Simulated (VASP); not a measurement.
Here is a VASP 6.6.1 calculation.

Contents of POSCAR:

```
ZnS
1.0
    3.8572392240      0.0000000000      0.0000000000
   -1.9286196120      3.3404671565      0.0000000000
    0.0000000000      0.0000000000      6.3299760600
Zn S
2 2
Direct
    0.3333333333      0.6666666667      0.0053942600
    0.6666666667      0.3333333333      0.5053942600
    0.3333333333      0.6666666667      0.3796057400
    0.6666666667      0.3333333333      0.8796057400
```

File INCAR.step1:

```
ALGO = Normal
EDIFF = 1E-4
ENCUT = 520
GGA = PE
ISMEAR = -1
LASPH = T
LCHARG = F
LREAL = F
LWAVE = T
NBANDS = 26
NELM = 80
PREC = Accurate
SIGMA = 0.02
```

File INCAR.step2:

```
ALGO = Normal
EDIFF = 1E-6
ENCUT = 520
ISIF = 2
ISMEAR = -1
ISTART = 1
LASPH = T
LCHARG = F
LMIXTAU = T
LREAL = F
LWAVE = F
METAGGA = R2SCAN
NBANDS = 26
NELM = 80
PREC = Accurate
SIGMA = 0.02
```

The input KPOINTS:

```
k-points
0
Gamma
  12 12 6
```

Potentials or basis: VASP PAW PBE potentials, release 64 (Zn, S).

Run with:

```sh
$ cat potpaw_PBE.64/Zn/POTCAR potpaw_PBE.64/S/POTCAR > POTCAR
$ cp INCAR.step1 INCAR
$ mpirun -np 1 vasp_std > vasp.out
$ cp INCAR.step2 INCAR
$ mpirun -np 1 vasp_std > vasp.out
```

(1) Estimate the largest force.

(2) Estimate the pressure.

Results:

(1) 0.005 eV/Å.

(2) -2.8 GPa.

Caveat: the PAW data sets were made with another functional, which shifts forces and pressure a little.
